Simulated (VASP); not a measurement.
# Zn2N (P4/mmm) in VASP: a series of runs

Runs on Zn2N. Level: PBE. Tasks: single point, relaxation of cell and atoms.

Everything below comes from runs of VASP 6.6.1. Logs are shortened: lines on timing, memory, paths and dates and some standing lists are left out, and cuts for length are marked.

## Step 1: The cell of the first run

Symmetry: P4/mmm, No. 123, tetragonal system. The conventional cell has a = 3.123 Å, b = 3.123 Å, c = 3.954 Å, α = 90.00°, β = 90.00°, γ = 90.00°. Within 3.0 Å of Zn (site symmetry 4/mmm) lie 4 N at 2.21 Å and 8 Zn at 2.96 Å. Within 2.6 Å of Zn (site symmetry 4/mmm) lie 2 N at 1.98 Å. N (site symmetry 4/mmm) has 6 Zn at 1.98 to 2.21 Å within 2.6 Å.

The cell was built from a structure type or drawn by symmetry, and may not be a known phase.

## Step 2: Single point, PBE

Input file INCAR:

```
PREC     = Accurate       # precision mode
ENCUT    = 520            # plane-wave cutoff, eV
EDIFF    = 1E-7           # SCF threshold, eV
ISMEAR   = 0              # smearing method
SIGMA    = 0.1            # smearing width, eV
LREAL    = F              # projectors in reciprocal space
LASPH    = T              # aspherical terms in the spheres
NELM     = 100            # most SCF steps
ALGO     = Normal         # electronic algorithm
ISIF     = 2              # what is computed and relaxed
LWAVE    = F              # write WAVECAR
LCHARG   = T              # write CHGCAR
GGA      = PE             # functional
LELF     = T              # ELF
LVHAR    = T            
NBANDS   = 22             # bands
```

Input file KPOINTS:

```
Automatic mesh
0
Gamma
  6 6 4
```

Input file POSCAR:

```
Zn2N
1.0
    3.1232866475      0.0000000000      0.0000000000
    0.0000000000      3.1232866475      0.0000000000
    0.0000000000      0.0000000000      3.9543701449
Zn N
2 1
Direct
    0.0000000000      0.0000000000      0.0000000000
    0.5000000000      0.5000000000      0.5000000000
    0.5000000000      0.5000000000      0.0000000000
```

Potentials or basis: VASP PAW PBE potentials, release 64 (Zn, N).

Command:

```console
> cat potpaw_PBE.64/Zn/POTCAR potpaw_PBE.64/N/POTCAR > POTCAR
> mpirun -np 1 vasp_std > vasp.out
```

OUTCAR:

```text
PREC = Accurate
   ENCUT = 520
   EDIFF = 1E-7
   ISMEAR = 0
   LREAL = F
   LASPH = T
   NELM = 100
   ISIF = 2
   GGA = PE

 ion  position               nearest neighbor table
   1  0.000  0.000  0.000-   3 2.21   3 2.21   3 2.21   3 2.21   2 2.96   2 2.96   2 2.96   2 2.96
                             2 2.96   2 2.96   2 2.96   2 2.96
   2  0.500  0.500  0.500-   3 1.98   3 1.98   1 2.96   1 2.96   1 2.96   1 2.96   1 2.96   1 2.96
                             1 2.96   1 2.96
   3  0.500  0.500  0.000-   2 1.98   2 1.98   1 2.21   1 2.21   1 2.21   1 2.21

  LATTYP: Found a simple tetragonal cell.
 ALAT       =     3.1232866475
 C/A-ratio  =     1.2660926105

  Lattice vectors:

 A1 = (   3.1232866475,   0.0000000000,   0.0000000000)
 A2 = (   0.0000000000,   3.1232866475,   0.0000000000)
 A3 = (   0.0000000000,   0.0000000000,   3.9543701449)

Analysis of symmetry for initial positions (statically):
=====================================================================
 Subroutine PRICEL returns:
 Original cell was already a primitive cell.

 Routine SETGRP: Setting up the symmetry group for a
 simple tetragonal supercell.

 Subroutine GETGRP returns: Found 16 space group operations
 (whereof 16 operations were pure point group operations)
 out of a pool of 16 trial point group operations.

The static configuration has the point symmetry D_4h.

Analysis of symmetry for dynamics (positions and initial velocities):
=====================================================================
 Subroutine PRICEL returns:
 Original cell was already a primitive cell.

 Routine SETGRP: Setting up the symmetry group for a
 simple tetragonal supercell.

 Subroutine GETGRP returns: Found 16 space group operations
 (whereof 16 operations were pure point group operations)
 out of a pool of 16 trial point group operations.

The dynamic configuration has the point symmetry D_4h.

 Subroutine INISYM returns: Found 16 space group operations
 (whereof 16 operations are pure point group operations),
 and found     1 'primitive' translations

----------------------------------------------------------------------------------------

                                     Primitive cell

  volume of cell :      38.5746

  direct lattice vectors                    reciprocal lattice vectors
     3.123286648  0.000000000  0.000000000     0.320175544  0.000000000  0.000000000
     0.000000000  3.123286648  0.000000000     0.000000000  0.320175544  0.000000000
     0.000000000  0.000000000  3.954370145     0.000000000  0.000000000  0.252884774

  length of vectors
     3.123286648  3.123286648  3.954370145     0.320175544  0.320175544  0.252884774

  position of ions in fractional coordinates (direct lattice)
     0.000000000  0.000000000  0.000000000
     0.500000000  0.500000000  0.500000000
     0.500000000  0.500000000  0.000000000

  ion indices of the primitive-cell ions
   primitive index   ion index
                 1           1
                 2           2
                 3           3

----------------------------------------------------------------------------------------

 KPOINTS: Automatic mesh

Automatic generation of k-mesh.
 Grid dimensions read from file:
 generate k-points for:    6    6    4

 Generating k-lattice:

  Cartesian coordinates                     Fractional coordinates (reciprocal lattice)
     0.053362591  0.000000000  0.000000000     0.166666667  0.000000000  0.000000000
     0.000000000  0.053362591  0.000000000     0.000000000  0.166666667  0.000000000
     0.000000000  0.000000000  0.063221193     0.000000000  0.000000000  0.250000000

  Length of vectors
     0.053362591  0.053362591  0.063221193

  Shift w.r.t. Gamma in fractional coordinates (k-lattice)
     0.000000000  0.000000000  0.000000000

 Subroutine IBZKPT returns following result:
 ===========================================

 Found     30 irreducible k-points:

 Following reciprocal coordinates:
            Coordinates               Weight
  0.000000  0.000000  0.000000      1.000000
  0.166667  0.000000  0.000000      4.000000
  0.333333  0.000000  0.000000      4.000000
  0.500000  0.000000  0.000000      2.000000
  0.166667  0.166667  0.000000      4.000000
  0.333333  0.166667  0.000000      8.000000
[... 16 lines left out ...]
  0.333333  0.000000  0.500000      4.000000
  0.500000  0.000000  0.500000      2.000000
 [... further k-points ...]
   k-points           NKPTS =     30   k-points in BZ     NKDIM =     30   number of bands    NBANDS=     22
   number of dos      NEDOS =    301   number of ions     NIONS =      3
   total plane-waves  NPLWV =  17280
   dimension x,y,z NGX =    24 NGY =   24 NGZ =   30
   dimension x,y,z NGXF=    48 NGYF=   48 NGZF=   60
   ions per type =               2   1
   NGX,Y,Z   is equivalent  to a cutoff of  12.77, 12.77, 12.61 a.u.
   NGXF,Y,Z  is equivalent  to a cutoff of  25.55, 25.55, 25.22 a.u.
 SYSTEM =  unknown system
   PREC   = accura    normal or accurate (medium, high low for compatibility)
   ISTART =      0    job   : 0-new  1-cont  2-samecut
   ICHARG =      2    charge: 1-file 2-atom 10-const
   ISPIN  =      1    spin polarized calculation?
   LNONCOLLINEAR =      F non collinear calculations
   LSORBIT =      F    spin-orbit coupling
   LASPH  =      T    aspherical Exc in radial PAW
   ENCUT  =  520.0 eV  38.22 Ry    6.18 a.u.   5.81  5.81  7.35*2*pi/ulx,y,z
   NELM   =    100;   NELMIN=  2; NELMDL= -5     # of ELM steps
   EDIFF  = 0.1E-06   stopping-criterion for ELM
   LREAL  =      F    real-space projection
   EDIFFG = 0.1E-05   stopping-criterion for IOM
   NSW    =      0    number of steps for IOM
   IBRION =     -1    ionic relax: 0-MD 1-quasi-New 2-CG
   NFREE  =      0    steps in history (QN), initial steepest desc. (CG)
   ISIF   =      2    stress and relaxation
   ISYM   =      2    0-nonsym 1-usesym 2-fastsym
   POTIM  = 0.5000    time-step for ionic-motion
   TEBEG  =    0.0;   TEEND  =   0.0 temperature during run
   PSTRESS=    0.0 pullay stress
   NELECT =      29.0000    total number of electrons
   NUPDOWN=      -1.0000    fix difference up-down
   EMIN   =  10.00;   EMAX   =-10.00  energy-range for DOS
   EFERMI =   0.00;   METHOD = LEGACY
   ISMEAR =     0;   SIGMA  =   0.10  broadening in eV -4-tet -1-fermi 0-gaus
   EFERMI_NEDOS =   21; number of points for ismear=-14 and -15
   IALGO  =     38    algorithm
   IMIX   =      4    mixing-type and parameters
     AMIX     =   0.40;   BMIX     =  1.00
     AMIX_MAG =   1.60;   BMIX_MAG =  1.00
  volume/ion in A,a.u.               =      12.86        86.77
  Fermi-wavevector in a.u.,A,eV,Ry     =   1.488586  2.813019 30.148976  2.215887
  Thomas-Fermi vector in A             =   2.601602
   LORBIT       =      0    0 simple, 1 ext, 2 COOP (PROOUT), +10 PAW based schemes
   GGA     = PE    functional components
   LHFCALC =     F    Hartree Fock is set to
   AEXX    =    0.0000 exact exchange contribution
   IVDW    =     0    specifies the selected vdW correction
   LEPSILON=     F    determine dielectric tensor
   LRPA    =     F    only Hartree local field effects (RPA)
 non-spin polarized calculation
 Gauss-broadening in eV      SIGMA  =   0.10
  energy-cutoff  :      520.00
  volume of cell :       38.57
 maximum number of plane-waves:      1060
 NGX is ok and might be reduce to    24
   NGX = 11   NGY = 11   NGZ = 15

 number of electron      28.9999969 magnetization

 Free energy of the ion-electron system (eV)
  ---------------------------------------------------
  ext. energy  EPLUGINS =         0.00000000
  ---------------------------------------------------
  free energy    TOTEN  =        -9.22298275 eV

  energy without entropy =       -9.21711983  energy(sigma->0) =       -9.22005129

 E-fermi :   3.5458     XC(G=0): -11.4404

 val. band max:        3.4773414982   @ k =   0.1667   0.0000   0.2500
 cond. band min:       3.5659367946   @ k =   0.3333   0.3333   0.5000
 fundamental gap:      0.0885952964
 Fermi energy:         3.5458245531

 k-point     1 :       0.0000    0.0000    0.0000
  band No.  band energies     occupation
      1     -12.6377      2.00000
      2      -4.5997      2.00000
      3      -4.3601      2.00000
      4      -4.0077      2.00000
      5      -4.0077      2.00000
      6      -3.8917      2.00000
[... 14 lines left out ...]
     21      18.1980      0.00000
     22      20.1435      0.00000

 k-point     2 :       0.1667    0.0000    0.0000
  band No.  band energies     occupation
      1     -12.4301      2.00000
      2      -4.4650      2.00000
      3      -4.3163      2.00000
      4      -4.0343      2.00000
      5      -3.9757      2.00000
      6      -3.9214      2.00000
[... 14 lines left out ...]
     21      17.2803      0.00000
     22      17.4584      0.00000

 k-point     3 :       0.3333    0.0000    0.0000
  band No.  band energies     occupation
      1     -11.9523      2.00000
      2      -4.4187      2.00000
      3      -4.2556      2.00000
      4      -4.0850      2.00000
      5      -3.9774      2.00000
      6      -3.9031      2.00000
[... 14 lines left out ...]
     21      15.7491      0.00000
     22      16.2993      0.00000

 k-point     4 :       0.5000    0.0000    0.0000
  band No.  band energies     occupation
      1     -11.6692      2.00000
      2      -4.7669      2.00000
      3      -4.1965      2.00000
      4      -4.1068      2.00000
      5      -3.9948      2.00000
      6      -3.9411      2.00000
[... 14 lines left out ...]
     21      15.3624      0.00000
     22      15.8970      0.00000

 k-point     5 :       0.1667    0.1667    0.0000
  band No.  band energies     occupation
      1     -12.2450      2.00000
      2      -4.3701      2.00000
      3      -4.2575      2.00000
      4      -4.0831      2.00000
      5      -3.9700      2.00000
      6      -3.9575      2.00000
[... 417 lines left out ...]
 k-point    22 :       0.1667    0.0000    0.5000
  band No.  band energies     occupation
      1     -11.9045      2.00000
      2      -5.3760      2.00000
      3      -4.2980      2.00000
      4      -4.2661      2.00000
      5      -4.1665      2.00000
      6      -3.9772      2.00000
[... 14 lines left out ...]
     21      14.8016      0.00000
     22      16.3446      0.00000

 k-point    23 :       0.3333    0.0000    0.5000
  band No.  band energies     occupation
      1     -11.4285      2.00000
      2      -5.3470      2.00000
      3      -4.8889      2.00000
      4      -4.3611      2.00000
      5      -4.2902      2.00000
      6      -4.0449      2.00000
[... 14 lines left out ...]
     21      15.3919      0.00000
     22      15.5154      0.00000

 k-point    24 :       0.5000    0.0000    0.5000
  band No.  band energies     occupation
      1     -11.1421      2.00000
      2      -5.3454      2.00000
      3      -5.2990      2.00000
      4      -4.4569      2.00000
      5      -4.2977      2.00000
      6      -4.0939      2.00000
[... 14 lines left out ...]
     21      15.9334      0.00000
     22      16.0142      0.00000

 [... further k-points ...]

------------------------ aborting loop because EDIFF is reached ----------------------------------------

  FORCE on cell =-STRESS in cart. coord.  units (eV):
  Direction    XX          YY          ZZ          XY          YZ          ZX
  --------------------------------------------------------------------------------------
  -------------------------------------------------------------------------------------
  Total        0.0906759      0.0906759      0.2960970      0.0000000      0.0000000      0.0000000
  in kB        3.7661844      3.7661844     12.2982582      0.0000000      0.0000000      0.0000000
  external PRESSURE =       6.6102090 kB  Pullay stress =       0.0000000 kB

 VOLUME and BASIS-vectors are now :
 -----------------------------------------------------------------------------
  energy-cutoff  :      520.00
  volume of cell :       38.57
      direct lattice vectors                 reciprocal lattice vectors
     3.123286648  0.000000000  0.000000000     0.320175544  0.000000000  0.000000000
     0.000000000  3.123286648  0.000000000     0.000000000  0.320175544  0.000000000
     0.000000000  0.000000000  3.954370145     0.000000000  0.000000000  0.252884774

 POSITION                                       TOTAL-FORCE (eV/Angst)
 -----------------------------------------------------------------------------------
      0.00000      0.00000      0.00000         0.000000      0.000000      0.000000
      1.56164      1.56164      1.97719         0.000000      0.000000      0.000000
      1.56164      1.56164      0.00000         0.000000      0.000000      0.000000
 -----------------------------------------------------------------------------------
    total drift:                                0.000000     -0.000000     -0.000000

  FREE ENERGIE OF THE ION-ELECTRON SYSTEM (eV)
  ---------------------------------------------------
  free  energy   TOTEN  =        -9.2229827488 eV

  energy  without entropy=       -9.2171198327  energy(sigma->0) =       -9.22005129
```

Run time: 32 s. Hardware: 1 thread of Intel Xeon 8259CL, shared host; peak memory 0.16 GiB.

What came out:

```
Free energy            : -9.2230 eV
Pressure               : 0.7 GPa
Band gap on the k mesh : zero (an odd number of electrons rules out a gap without spin polarisation)
```

Levels at points of the mesh, in eV from the Fermi level:
```csv
k point,band 11,band 12,band 13,band 14,band 15,band 16,band 17,band 18,band 19,band 20
"(0.00, 0.00, 0.00)",-6.76,-5.26,-2.99,-2.60,-2.60,2.95,5.79,8.65,9.03,9.03
"(0.50, 0.00, 0.00)",-6.94,-6.15,-3.73,-0.75,-0.27,1.50,4.49,7.23,8.16,9.28
"(0.50, 0.50, 0.00)",-5.85,-5.66,-5.66,-3.76,-0.57,3.40,3.40,3.58,7.20,10.17
"(0.00, 0.00, 0.50)",-6.97,-6.80,-1.98,-1.98,0.22,2.05,8.05,8.05,10.18,10.68
"(0.50, 0.00, 0.50)",-6.76,-4.82,-4.54,-2.65,-0.37,4.42,5.32,5.72,10.14,10.35
"(0.50, 0.50, 0.50)",-6.12,-4.26,-4.26,-3.72,0.58,1.39,1.39,2.63,7.74,10.35
```

Caveat: the k points lie up to 0.40 Å⁻¹ apart, too coarse for converged energies and pressures of a metal.

## Step 3: Single point, PBE

This run uses another cell than the first one, of 14.31 Å³/atom.

Input file INCAR:

```
PREC = Accurate ; ENCUT = 520
EDIFF = 1E-6 ; ISMEAR = 0
SIGMA = 0.1 ; LREAL = F
LASPH = T ; NELM = 100
ALGO = Normal ; ISIF = 2
LWAVE = F ; LCHARG = F
GGA = PE ; NBANDS = 22
```

KPOINTS is that of step 2.

Input file POSCAR:

```
Zn2N
1.0
    2.5977936800      0.0000000000      0.0000000000
    0.0000000000      2.5977936800      0.0000000000
    0.0000000000      0.0000000000      6.3595124600
Zn N
2 1
Direct
    0.0000000000      0.0000000000      0.0000000000
    0.5000000000      0.5000000000      0.5000000000
    0.5000000000      0.5000000000      0.0000000000
```

Potentials or basis: VASP PAW PBE potentials, release 64 (Zn, N).

Command:

```console
> cat potpaw_PBE.64/Zn/POTCAR potpaw_PBE.64/N/POTCAR > POTCAR
> mpirun -np 1 vasp_std > vasp.out
```

Wall time 34 s (1 thread of Intel Xeon 8259CL, shared host); peak memory 0.16 GiB.

It converged, with:

```yaml
Free_energy: -7.6611 eV
Pressure: 23.9 GPa
Band_gap_on_the_k_mesh: zero (an odd number of electrons rules out a gap without spin polarisation)
```

Stress tensor (GPa, compression positive):
```
38.18  0.00  0.00
 0.00 38.18  0.00
 0.00  0.00 -4.57
```

Levels at points of the mesh, in eV from the Fermi level:
| k point | band 10 | band 11 | band 12 | band 13 | band 14 | band 15 | band 16 | band 17 | band 18 | band 19 |
| --- | --- | --- | --- | --- | --- | --- | --- | --- | --- | --- |
| (0.00, 0.00, 0.00) | -6.53 | -6.33 | -5.60 | -5.01 | -1.20 | -1.20 | 1.96 | 5.41 | 11.18 | 11.88 |
| (0.50, 0.00, 0.00) | -6.53 | -6.49 | -4.76 | -0.83 | -0.64 | -0.54 | 2.66 | 3.52 | 5.88 | 10.16 |
| (0.50, 0.50, 0.00) | -6.06 | -5.83 | -5.83 | -3.90 | -0.72 | 3.59 | 3.59 | 4.32 | 5.65 | 8.55 |
| (0.00, 0.00, 0.50) | -6.54 | -6.54 | -6.33 | -3.24 | -1.20 | -1.20 | 0.09 | 7.85 | 8.11 | 14.71 |
| (0.50, 0.00, 0.50) | -6.51 | -6.49 | -4.68 | -1.44 | -1.11 | 0.65 | 2.66 | 4.53 | 5.45 | 7.06 |
| (0.50, 0.50, 0.50) | -6.06 | -5.81 | -5.81 | -3.90 | -0.71 | 3.50 | 3.50 | 4.45 | 6.04 | 7.02 |

Caveat: the k points lie up to 0.40 Å⁻¹ apart, too coarse for converged energies and pressures of a metal.

## Step 4: Relaxation of cell and atoms, PBE

This run uses another cell than the first one, of 14.31 Å³/atom.

Input file INCAR:

```
PREC = Accurate ; ENCUT = 600
EDIFF = 1E-7 ; ISMEAR = 0
SIGMA = 0.1 ; LREAL = False
LASPH = True ; NELM = 100
ALGO = Normal ; ISIF = 3
LWAVE = False ; LCHARG = False
GGA = PE ; IBRION = 2
NSW = 90 ; EDIFFG = -0.04
```

KPOINTS is that of step 3.

POSCAR is that of step 3.

Command:

```console
> cat potpaw_PBE.64/Zn/POTCAR potpaw_PBE.64/N/POTCAR > POTCAR
> mpirun -np 1 vasp_std > vasp.out
```

It took 12 min on 1 thread of Intel Xeon 8259CL, shared host; peak memory 0.2 GiB.

Results (log left out):

```yaml
Free_energy: -9.2143 eV
Relaxed_volume: 12.86 Å³/atom
Relaxed_cell: a = 3.114 Å, b = 3.114 Å, c = 3.980 Å, α = 90.00°, β = 90.00°, γ = 90.00°
Space_group_after_relaxing_to_0.1_Å: P4/mmm (No. 123)
Energy_gained_by_relaxing: 517.3 meV/atom
Ionic_steps: 18
Pressure_after_relaxing: -0.1 GPa
Band_gap_on_the_k_mesh: zero (an odd number of electrons rules out a gap without spin polarisation)
```

Stress tensor (GPa, compression positive):
```
-0.10  0.00  0.00
 0.00 -0.10  0.00
 0.00  0.00  0.05
```

Step by step:
```tsv
step	energy change (eV)	largest force (eV/Å)	pressure (GPa)	volume (Å³)
1	0.0000	0.0000	23.70	42.92
2	-0.5218	0.0000	-10.53	56.89
3	-0.8260	0.0000	-2.49	50.58
4	-0.8261	0.0000	-2.17	50.43
5	-0.8794	0.0000	-2.19	49.10
6	-1.0491	0.0000	-1.43	45.08
7	-1.3298	0.0000	9.15	36.92
8	-1.3243	0.0000	5.67	38.49
9	-1.3342	0.0000	7.74	37.50
10	-1.3573	0.0000	7.35	37.36
11	-1.3950	0.0000	6.93	36.95
12	-1.4648	0.0000	8.96	35.92
13	-0.2308	0.0000	43.16	33.04
14	-1.4656	0.0000	9.32	35.85
15	-1.4635	0.0000	10.14	35.67
16	-1.5243	0.0000	5.35	36.89
17	-1.5497	0.0000	-1.32	39.05
18	-1.5519	0.0000	-0.05	38.58
```

Final structure:
```cif
data_structure
_symmetry_space_group_name_H-M 'P 1'
_symmetry_Int_Tables_number 1
_cell_length_a 3.1136
_cell_length_b 3.1136
_cell_length_c 3.9798
_cell_angle_alpha 90.000
_cell_angle_beta 90.000
_cell_angle_gamma 90.000
_cell_volume 38.58
loop_
_atom_site_label
_atom_site_type_symbol
_atom_site_fract_x
_atom_site_fract_y
_atom_site_fract_z
_atom_site_occupancy
Zn1 Zn 0.00000 0.00000 0.00000 1
Zn2 Zn 0.50000 0.50000 0.50000 1
N1 N 0.50000 0.50000 0.00000 1
```

Levels at points of the mesh, in eV from the Fermi level:
| k point | band 12 | band 13 | band 14 | band 15 | band 16 | band 17 | band 18 |
| --- | --- | --- | --- | --- | --- | --- | --- |
| (0.00, 0.00, 0.00) | -5.25 | -3.02 | -2.54 | -2.54 | 2.97 | 5.78 | 8.75 |
| (0.50, 0.00, 0.00) | -6.10 | -3.67 | -0.66 | -0.32 | 1.48 | 4.44 | 7.30 |
| (0.50, 0.50, 0.00) | -5.62 | -5.62 | -3.70 | -0.49 | 3.38 | 3.38 | 3.55 |
| (0.00, 0.00, 0.50) | -6.75 | -1.95 | -1.95 | 0.29 | 2.03 | 8.13 | 10.82 |
| (0.50, 0.00, 0.50) | -4.81 | -4.50 | -2.64 | -0.30 | 4.35 | 5.38 | 5.82 |
| (0.50, 0.50, 0.50) | -4.27 | -4.27 | -3.68 | 0.64 | 1.41 | 1.41 | 2.69 |

Caveat: the k points lie up to 0.39 Å⁻¹ apart in the final cell, too coarse for converged energies and pressures of a metal; a cell axis changed by over 15 % at a fixed basis, so the end point is rough.

[end of part 1 of 2]
